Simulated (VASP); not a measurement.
The system is Si4PI.

```xyz
6
Lattice="0.0000 3.8672 3.8672 3.8672 0.0000 3.8672 3.8672 3.8672 0.0000" Properties=species:S:1:pos:R:3 pbc="T T T"
Si    4.8371    2.8973    2.8973
Si    4.8371    4.8371    4.8371
Si    2.8973    4.8371    2.8973
Si    2.8973    2.8973    4.8371
P     0.0000    0.0000    0.0000
I     1.9336    1.9336    1.9336
```

- Program: VASP 6.6.1
- Task: relaxation of cell and atoms
- Functional: PBE
- Potentials or basis: VASP PAW PBE potentials, release 64 (Si, P, I)
- Cutoff: 600 eV
- k mesh: 8 × 8 × 8
- Occupations: gaussian, width 0.1 eV
- Spin: no spin polarisation

At the start: pressure -2.9 GPa; volume 19.28 Å³/atom.

Problem. How do energy, volume and symmetry change on relaxing?

Solution. Over 5 steps the energy falls by 9.9 meV/atom and the volume is 18.31 Å³/atom (-5.1 %); space group F-43m (No. 216, to 0.05 Å).

Step by step:
| step | energy change (eV) | largest force (eV/Å) | pressure (GPa) | volume (Å³) |
| --- | --- | --- | --- | --- |
| 1 | 0.0000 | 0.1371 | -2.90 | 115.67 |
| 2 | -0.0580 | 0.0883 | -0.04 | 109.92 |
| 3 | -0.0581 | 0.0861 | 0.06 | 109.74 |
| 4 | -0.0592 | 0.0454 | 0.05 | 109.78 |
| 5 | -0.0596 | 0.0008 | 0.03 | 109.83 |

Final structure:
```cif
data_structure
_symmetry_space_group_name_H-M 'P 1'
_symmetry_Int_Tables_number 1
_cell_length_a 5.3754
_cell_length_b 5.3754
_cell_length_c 5.3754
_cell_angle_alpha 60.000
_cell_angle_beta 60.000
_cell_angle_gamma 60.000
_cell_volume 109.83
loop_
_atom_site_label
_atom_site_type_symbol
_atom_site_fract_x
_atom_site_fract_y
_atom_site_fract_z
_atom_site_occupancy
Si1 Si 0.12020 0.62660 0.62660 1
Si2 Si 0.62660 0.62660 0.62660 1
Si3 Si 0.62660 0.12020 0.62660 1
Si4 Si 0.62660 0.62660 0.12020 1
P1 P 0.00000 0.00000 0.00000 1
I1 I 0.25000 0.25000 0.25000 1
```
